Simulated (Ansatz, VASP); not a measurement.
## One calculation of K, two programs

INCAR

```
SYSTEM = K
PREC = Accurate
ENCUT = 500
EDIFF = 1E-6
ISMEAR = -1
SIGMA = 0.05
LREAL = .FALSE.
LASPH = .TRUE.
NELM = 120
ALGO = Normal
ISIF = 2
LWAVE = .FALSE.
LCHARG = .FALSE.
GGA = PS
NBANDS = 10
GGA_COMPAT = .FALSE.
```

KPOINTS

```
Automatic mesh
0
G
  10 10 10
  0 0 0
```

The input POSCAR:

```
K
1.0
   -2.7330567786      2.7330567786      2.7330567786
    2.7330567786     -2.7330567786      2.7330567786
    2.7330567786      2.7330567786     -2.7330567786
K
1
Direct
    0.0000000000      0.0000000000      0.0000000000
```

Input for Ansatz:

```yaml
crystal:
  lattice:
    - [-2.7330567786, 2.7330567786, 2.7330567786]
    - [2.7330567786, -2.7330567786, 2.7330567786]
    - [2.7330567786, 2.7330567786, -2.7330567786]
  atoms:
    - { symbol: K, position: [0.0, 0.0, 0.0] }
kpoints:
  mp_grid: { grid: [10, 10, 10] }
scf:
  occupations: { method: fermi_dirac, width: 0.05 }
hamiltonian:
  xc: pbesol
  pseudopotentials: { kind: all_electron, lapw: { basis_error: 0.0005 } }
output:
  forces: true
  stress: true
  eigenvalues: true
```

Change from the starting cell: volume scaled by 1.04.

Alike in both runs: task single point; functional PBEsol; k mesh 10 × 10 × 10; occupations fermi-dirac, width 0.05 eV; no spin polarisation.

|  | VASP | Ansatz |
| --- | --- | --- |
| version | VASP 6.6.1 | Ansatz 0.2.0 |
| potentials or method | VASP PAW PBE potentials, release 64 (K_sv), cutoff 500 eV | all-electron LAPW, scalar-relativistic |

|  | VASP | Ansatz | Ansatz less VASP |
| --- | --- | --- | --- |
| pressure (GPa) | -0.4 | -0.4 | +0.01 |

VASP's potentials were made for PBE, not for PBEsol. Ansatz ran all-electron here, and VASP with PAW potentials.
